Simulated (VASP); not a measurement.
# CaSe: single point with r2SCAN

Crystal: CaSe.

```
Ca Se
1.0
     0.00000    3.31203    3.31203
     3.31203    0.00000    3.31203
     3.31203    3.31203    0.00000
Ca Se
1 1
Direct
  0.00000 0.00000 0.00000
  0.25000 0.25000 0.25000
```

This cell differs from its parent crystal: volume changed by +3%.

| Quantity | Value |
| --- | --- |
| Program | VASP 6.6.1 |
| Task | single point |
| Functional | r2SCAN |
| Potentials or basis | VASP PAW PBE potentials, release 64 (Ca_sv, Se) |
| Cutoff | 520 eV |
| k mesh | 6 × 6 × 6 |
| Occupations | gaussian, width 0.01 eV |
| Spin | no spin polarisation |
| Dipole correction | no |
| Further INCAR settings | ALGO = Normal; EDIFF = 1e-06; NBANDS = 15 |

* Pressure: -0.8 GPa
* Band gap on the k mesh: 3.59 eV, indirect (least direct gap 3.67 eV)

Levels at points of the mesh, in eV from the valence-band top:
| k point | band 6 | band 7 | band 8 | band 9 | band 10 | band 11 |
| --- | --- | --- | --- | --- | --- | --- |
| (0.00, 0.00, 0.00) | -0.08 | -0.08 | -0.08 | 3.59 | 5.88 | 5.88 |
| (0.50, 0.00, 0.00) | -1.19 | -0.01 | -0.01 | 5.54 | 5.99 | 5.99 |
| (0.50, 0.50, 0.00) | -1.20 | -0.05 | -0.05 | 3.89 | 5.49 | 6.60 |

Wall time 110 s on 1 thread of AMD EPYC 7R43 64-Core Processor (Zen 3), with other jobs on the host, peak memory 0.18 GiB.

Caveat: the PAW data sets were made with another functional, which shifts forces and pressure a little. A k mesh can miss the band edges.
